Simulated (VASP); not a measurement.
SnO2, 6 atoms in the cell. The typed cell holds 6 atoms: a = 4.720 Å, b = 4.721 Å, c = 3.189 Å, α = 90.00°, β = 90.00°, γ = 90.00°.  This cell differs from its parent crystal: atoms displaced along several vibrational modes.

- Program: VASP 6.6.1
- Task: single point
- Functional: LDA
- Potentials or basis: VASP PAW LDA potentials, release 64 (Sn_d, O)
- Cutoff: 520 eV
- k mesh: 6 × 6 × 8
- Occupations: gaussian, width 0.05 eV
- Spin: no spin polarisation
- Dipole correction: no
- Further INCAR settings: ALGO = Normal; EDIFF = 1e-07; NBANDS = 35

Potentials or basis: VASP PAW LDA potentials, release 64 (Sn_d, O).

Launch:

```sh
$ cat potpaw_LDA.64/Sn_d/POTCAR potpaw_LDA.64/O/POTCAR > POTCAR
$ mpirun -np 1 vasp_std > vasp.out
```

Hardware: 1 thread of Intel Xeon 6975P-C, with other jobs on the host.

How long does it take, and how much memory?

Run time: 2.7 min on 1 thread of Intel Xeon 6975P-C (shared host), peak memory 0.29 GiB. Counts: scf iterations 14, k points 100.
